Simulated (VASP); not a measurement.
# NaH (Fm-3m) in VASP: a series of runs

NaH is run at these levels: PBE; tasks: single point.

Everything below comes from runs of VASP 6.6.1. Logs are shortened: lines on timing, memory, paths and dates and some standing lists are left out, and cuts for length are marked.

### 1 The cell of the first run

The structure is cubic, space group Fm-3m (No. 225). The conventional cell has a = 4.629 Å, b = 4.629 Å, c = 4.629 Å, α = 90.00°, β = 90.00°, γ = 90.00°. Na (site symmetry m-3m) has 6 H at 2.31 Å within 3.1 Å. Within 3.1 Å of H (site symmetry m-3m) lie 6 Na at 2.31 Å.

### 2 Single point, PBE (volume scaled by 0.88)

INCAR

```
SYSTEM = NaH
PREC     = Accurate       ! precision mode
ENCUT    = 500            ! plane-wave cutoff, eV
EDIFF    = 1E-6           ! SCF threshold, eV
ISMEAR   = 0              ! smearing method
SIGMA    = 0.02           ! smearing width, eV
LREAL    = .FALSE.        ! projectors in reciprocal space
LASPH    = .TRUE.         ! aspherical terms in the spheres
NELM     = 120            ! most SCF steps
ALGO     = Normal         ! electronic algorithm
ISIF     = 2              ! what is computed and relaxed
LWAVE    = .FALSE.        ! write WAVECAR
LCHARG   = .FALSE.        ! write CHGCAR
GGA      = PE             ! functional
NBANDS   = 11             ! bands
GGA_COMPAT= .FALSE.
```

KPOINTS

```
regular mesh
0
G
  8 8 8
  0 0 0
```

POSCAR

```
NaH
1.0
    0.0000000000      2.3143534187      2.3143534187
    2.3143534187      0.0000000000      2.3143534187
    2.3143534187      2.3143534187      0.0000000000
Na H
1 1
Direct
    0.0000000000      0.0000000000      0.0000000000
    0.5000000000      0.5000000000      0.5000000000
```

Potentials or basis: VASP PAW PBE potentials, release 64 (Na_pv, H).

Launch:

```
> cat potpaw_PBE.64/Na_pv/POTCAR potpaw_PBE.64/H/POTCAR > POTCAR
> mpirun -np 1 vasp_std > vasp.out
```

OUTCAR:

```text
SYSTEM = NaH
   PREC = Accurate
   ENCUT = 500
   EDIFF = 1E-6
   ISMEAR = 0
   LREAL = .FALSE.
   LASPH = .TRUE.
   NELM = 120
   ISIF = 2
   GGA = PE

 ion  position               nearest neighbor table
   1  0.000  0.000  0.000-
   2  0.500  0.500  0.500-

  LATTYP: Found a face centered cubic cell.
 ALAT       =     4.6287068374

  Lattice vectors:

 A1 = (   0.0000000000,   2.3143534187,   2.3143534187)
 A2 = (   2.3143534187,   0.0000000000,   2.3143534187)
 A3 = (   2.3143534187,   2.3143534187,   0.0000000000)

Analysis of symmetry for initial positions (statically):
=====================================================================
 Subroutine PRICEL returns:
 Original cell was already a primitive cell.

 Routine SETGRP: Setting up the symmetry group for a
 face centered cubic supercell.

 Subroutine GETGRP returns: Found 48 space group operations
 (whereof 48 operations were pure point group operations)
 out of a pool of 48 trial point group operations.

The static configuration has the point symmetry O_h .

Analysis of symmetry for dynamics (positions and initial velocities):
=====================================================================
 Subroutine PRICEL returns:
 Original cell was already a primitive cell.

 Routine SETGRP: Setting up the symmetry group for a
 face centered cubic supercell.

 Subroutine GETGRP returns: Found 48 space group operations
 (whereof 48 operations were pure point group operations)
 out of a pool of 48 trial point group operations.

The dynamic configuration has the point symmetry O_h .

 Subroutine INISYM returns: Found 48 space group operations
 (whereof 48 operations are pure point group operations),
 and found     1 'primitive' translations

----------------------------------------------------------------------------------------

                                     Primitive cell

  volume of cell :      24.7924

  direct lattice vectors                    reciprocal lattice vectors
     0.000000000  2.314353419  2.314353419    -0.216043062  0.216043062  0.216043062
     2.314353419  0.000000000  2.314353419     0.216043062 -0.216043062  0.216043062
     2.314353419  2.314353419  0.000000000     0.216043062  0.216043062 -0.216043062

  length of vectors
     3.272989993  3.272989993  3.272989993     0.374197561  0.374197561  0.374197561

  position of ions in fractional coordinates (direct lattice)
     0.000000000  0.000000000  0.000000000
     0.500000000  0.500000000  0.500000000

  ion indices of the primitive-cell ions
   primitive index   ion index
                 1           1
                 2           2

----------------------------------------------------------------------------------------

 KPOINTS: regular mesh

Automatic generation of k-mesh.
 Grid dimensions read from file:
 generate k-points for:    8    8    8

 Generating k-lattice:

  Cartesian coordinates                     Fractional coordinates (reciprocal lattice)
    -0.027005383  0.027005383  0.027005383     0.125000000  0.000000000  0.000000000
     0.027005383 -0.027005383  0.027005383     0.000000000  0.125000000  0.000000000
     0.027005383  0.027005383 -0.027005383     0.000000000  0.000000000  0.125000000

  Length of vectors
     0.046774695  0.046774695  0.046774695

  Shift w.r.t. Gamma in fractional coordinates (k-lattice)
     0.000000000  0.000000000  0.000000000

 Subroutine IBZKPT returns following result:
 ===========================================

 Found     29 irreducible k-points:

 Following reciprocal coordinates:
            Coordinates               Weight
  0.000000  0.000000  0.000000      1.000000
  0.125000  0.000000  0.000000      8.000000
  0.250000  0.000000  0.000000      8.000000
  0.375000  0.000000  0.000000      8.000000
  0.500000  0.000000  0.000000      4.000000
  0.125000  0.125000  0.000000      6.000000
[... 16 lines left out ...]
  0.500000  0.250000  0.125000     48.000000
 -0.375000  0.250000  0.125000     24.000000
 [... further k-points ...]
   k-points           NKPTS =     29   k-points in BZ     NKDIM =     29   number of bands    NBANDS=     11
   number of dos      NEDOS =    301   number of ions     NIONS =      2
   total plane-waves  NPLWV =  13824
   dimension x,y,z NGX =    24 NGY =   24 NGZ =   24
   dimension x,y,z NGXF=    48 NGYF=   48 NGZF=   48
   ions per type =               1   1
   NGX,Y,Z   is equivalent  to a cutoff of  12.19, 12.19, 12.19 a.u.
   NGXF,Y,Z  is equivalent  to a cutoff of  24.38, 24.38, 24.38 a.u.
 SYSTEM =  NaH
   PREC   = accura    normal or accurate (medium, high low for compatibility)
   ISTART =      0    job   : 0-new  1-cont  2-samecut
   ICHARG =      2    charge: 1-file 2-atom 10-const
   ISPIN  =      1    spin polarized calculation?
   LNONCOLLINEAR =      F non collinear calculations
   LSORBIT =      F    spin-orbit coupling
   LASPH  =      T    aspherical Exc in radial PAW
   ENCUT  =  500.0 eV  36.75 Ry    6.06 a.u.   5.97  5.97  5.97*2*pi/ulx,y,z
   NELM   =    120;   NELMIN=  2; NELMDL= -5     # of ELM steps
   EDIFF  = 0.1E-05   stopping-criterion for ELM
   LREAL  =      F    real-space projection
   EDIFFG = 0.1E-04   stopping-criterion for IOM
   NSW    =      0    number of steps for IOM
   IBRION =     -1    ionic relax: 0-MD 1-quasi-New 2-CG
   NFREE  =      0    steps in history (QN), initial steepest desc. (CG)
   ISIF   =      2    stress and relaxation
   ISYM   =      2    0-nonsym 1-usesym 2-fastsym
   POTIM  = 0.5000    time-step for ionic-motion
   TEBEG  =    0.0;   TEEND  =   0.0 temperature during run
   PSTRESS=    0.0 pullay stress
   NELECT =       8.0000    total number of electrons
   NUPDOWN=      -1.0000    fix difference up-down
   EMIN   =  10.00;   EMAX   =-10.00  energy-range for DOS
   EFERMI =   0.00;   METHOD = LEGACY
   ISMEAR =     0;   SIGMA  =   0.02  broadening in eV -4-tet -1-fermi 0-gaus
   EFERMI_NEDOS =   21; number of points for ismear=-14 and -15
   IALGO  =     38    algorithm
   IMIX   =      4    mixing-type and parameters
     AMIX     =   0.40;   BMIX     =  1.00
     AMIX_MAG =   1.60;   BMIX_MAG =  1.00
  volume/ion in A,a.u.               =      12.40        83.65
  Fermi-wavevector in a.u.,A,eV,Ry     =   1.122876  2.121928 17.154914  1.260851
  Thomas-Fermi vector in A             =   2.259539
   LORBIT       =      0    0 simple, 1 ext, 2 COOP (PROOUT), +10 PAW based schemes
   GGA     = PE    functional components
   LHFCALC =     F    Hartree Fock is set to
   AEXX    =    0.0000 exact exchange contribution
   IVDW    =     0    specifies the selected vdW correction
   LEPSILON=     F    determine dielectric tensor
   LRPA    =     F    only Hartree local field effects (RPA)
 non-spin polarized calculation
 Gauss-broadening in eV      SIGMA  =   0.02
  energy-cutoff  :      500.00
  volume of cell :       24.79
 maximum number of plane-waves:       638
   NGX = 11   NGY = 11   NGZ = 11

 number of electron       7.9999996 magnetization

 Free energy of the ion-electron system (eV)
  ---------------------------------------------------
  ext. energy  EPLUGINS =         0.00000000
  ---------------------------------------------------
  free energy    TOTEN  =        -5.04981326 eV

  energy without entropy =       -5.04981326  energy(sigma->0) =       -5.04981326

 E-fermi :  -0.4520     XC(G=0):  -8.2152

 val. band max:       -0.6693221921   @ k =  -0.2500   0.5000   0.2500
 cond. band min:       3.3123219834   @ k =   0.5000   0.0000   0.0000
 fundamental gap:      3.9816441755
 Fermi energy:        -0.4519695986

 k-point     1 :       0.0000    0.0000    0.0000
  band No.  band energies     occupation
      1     -22.5585      2.00000
      2     -22.5585      2.00000
      3     -22.5585      2.00000
      4      -4.6627      2.00000
      5      10.9425      0.00000
      6      15.9207      0.00000
      7      15.9207      0.00000
      8      15.9207      0.00000
      9      17.1172      0.00000
     10      17.1172      0.00000
     11      17.1172      0.00000

 k-point     2 :       0.1250    0.0000    0.0000
  band No.  band energies     occupation
      1     -22.5802      2.00000
      2     -22.5609      2.00000
      3     -22.5609      2.00000
      4      -4.3639      2.00000
      5       9.8734      0.00000
      6      13.2258      0.00000
      7      15.1400      0.00000
      8      15.1400      0.00000
      9      18.0031      0.00000
     10      18.0031      0.00000
     11      18.2749      0.00000

 k-point     3 :       0.2500    0.0000    0.0000
  band No.  band energies     occupation
      1     -22.6319      2.00000
      2     -22.5669      2.00000
      3     -22.5669      2.00000
      4      -3.5165      2.00000
      5       7.1752      0.00000
      6      11.7797      0.00000
      7      14.2753      0.00000
      8      14.2753      0.00000
      9      18.0636      0.00000
     10      18.0636      0.00000
     11      19.6906      0.00000

 k-point     4 :       0.3750    0.0000    0.0000
  band No.  band energies     occupation
      1     -22.6825      2.00000
      2     -22.5728      2.00000
      3     -22.5728      2.00000
      4      -2.3285      2.00000
      5       4.5537      0.00000
      6      11.2009      0.00000
      7      13.7257      0.00000
      8      13.7257      0.00000
      9      17.4129      0.00000
     10      17.4129      0.00000
     11      20.0751      0.00000
[... 239 lines left out ...]
 k-point    22 :       0.3750    0.2500    0.1250
  band No.  band energies     occupation
      1     -22.6433      2.00000
      2     -22.5917      2.00000
      3     -22.5749      2.00000
      4      -2.8395      2.00000
      5       6.7929      0.00000
      6       9.1272      0.00000
      7      12.5173      0.00000
      8      15.4654      0.00000
      9      16.1175      0.00000
     10      18.8775      0.00000
     11      21.6947      0.00000

 k-point    23 :       0.5000    0.2500    0.1250
  band No.  band energies     occupation
      1     -22.6696      2.00000
      2     -22.6063      2.00000
      3     -22.5825      2.00000
      4      -1.7967      2.00000
      5       5.1145      0.00000
      6       7.9279      0.00000
      7      11.6037      0.00000
      8      15.5952      0.00000
      9      16.8593      0.00000
     10      19.1072      0.00000
     11      21.4538      0.00000

 k-point    24 :      -0.3750    0.2500    0.1250
  band No.  band energies     occupation
      1     -22.6807      2.00000
      2     -22.6109      2.00000
      3     -22.5867      2.00000
      4      -1.1876      2.00000
      5       4.1620      0.00000
      6       7.6679      0.00000
      7      11.2288      0.00000
      8      15.5523      0.00000
      9      16.7286      0.00000
     10      20.2300      0.00000
     11      22.5146      0.00000

 [... further k-points ...]
[... 5 lines left out ...]
  --------------------------------------------------------------------------------------
  -------------------------------------------------------------------------------------
  Total        0.5810440      0.5810440      0.5810440      0.0000000     -0.0000000      0.0000000
  in kB       37.5491907     37.5491907     37.5491907      0.0000000     -0.0000000      0.0000000
  external PRESSURE =      37.5491907 kB  Pullay stress =       0.0000000 kB

 VOLUME and BASIS-vectors are now :
 -----------------------------------------------------------------------------
  energy-cutoff  :      500.00
  volume of cell :       24.79
      direct lattice vectors                 reciprocal lattice vectors
     0.000000000  2.314353419  2.314353419    -0.216043062  0.216043062  0.216043062
     2.314353419  0.000000000  2.314353419     0.216043062 -0.216043062  0.216043062
     2.314353419  2.314353419  0.000000000     0.216043062  0.216043062 -0.216043062

 POSITION                                       TOTAL-FORCE (eV/Angst)
 -----------------------------------------------------------------------------------
      0.00000      0.00000      0.00000        -0.000000      0.000000      0.000000
      2.31435      2.31435      2.31435         0.000000     -0.000000     -0.000000
 -----------------------------------------------------------------------------------
    total drift:                                0.000000     -0.000000     -0.000000

  FREE ENERGIE OF THE ION-ELECTRON SYSTEM (eV)
  ---------------------------------------------------
  free  energy   TOTEN  =        -5.0498132571 eV

  energy  without entropy=       -5.0498132571  energy(sigma->0) =       -5.04981326
```

Wall time 6.1 s (1 thread of Intel Xeon 8259CL, shared host); peak memory 0.13 GiB.

Results:

| Item | Value |
| --- | --- |
| Free energy | -5.0498 eV |
| Pressure | 3.8 GPa |
| Band gap on the k mesh | 3.98 eV, indirect (least direct gap 4.90 eV) |

 A k mesh can miss the band edges.

[end of part 1 of 2]
